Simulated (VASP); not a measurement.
A run of VASP 6.6.1 is set up as follows.

The input INCAR:

```
SYSTEM = WC
ALGO = Normal
EDIFF = 1E-7
ENCUT = 520
GGA = PE
ISIF = 2
ISMEAR = 1
LASPH = .TRUE.
LCHARG = .TRUE.
LELF = .TRUE.
LREAL = .FALSE.
LVHAR = .TRUE.
LWAVE = .FALSE.
NBANDS = 16
NELM = 60
PREC = Accurate
SIGMA = 0.1
```

File KPOINTS:

```
k-points
0
G
  14 14 12
  0 0 0
```

Contents of POSCAR:

```
WC
1.0
    2.9065000000      0.0000000000      0.0000000000
   -1.4532500000      2.5171030000      0.0000000000
    0.0000000000      0.0000000000      2.9784300000
W C
1 1
Direct
    0.0000000000      0.0000000000      0.0000000000
    0.6666666667      0.3333333333      0.5000000000
```

Potentials or basis: VASP PAW PBE potentials, release 64 (W_sv, C).

Launch:

```console
$ cat potpaw_PBE.64/W_sv/POTCAR potpaw_PBE.64/C/POTCAR > POTCAR
$ mpirun -np 1 vasp_std > vasp.out
```

Q: Estimate the pressure.

A: -12.7 GPa.

Q: What does it give for the band gap on the k mesh?

A: Zero (band 9 reaches 10.93 eV, above the bottom of band 10 at 9.82 eV).

Stress tensor (GPa, compression positive):
```
 -1.18   0.00   0.00
  0.00  -1.18   0.00
  0.00   0.00 -35.64
```

Caveat: spin-orbit coupling is left out, which moves the levels of the heavy elements.
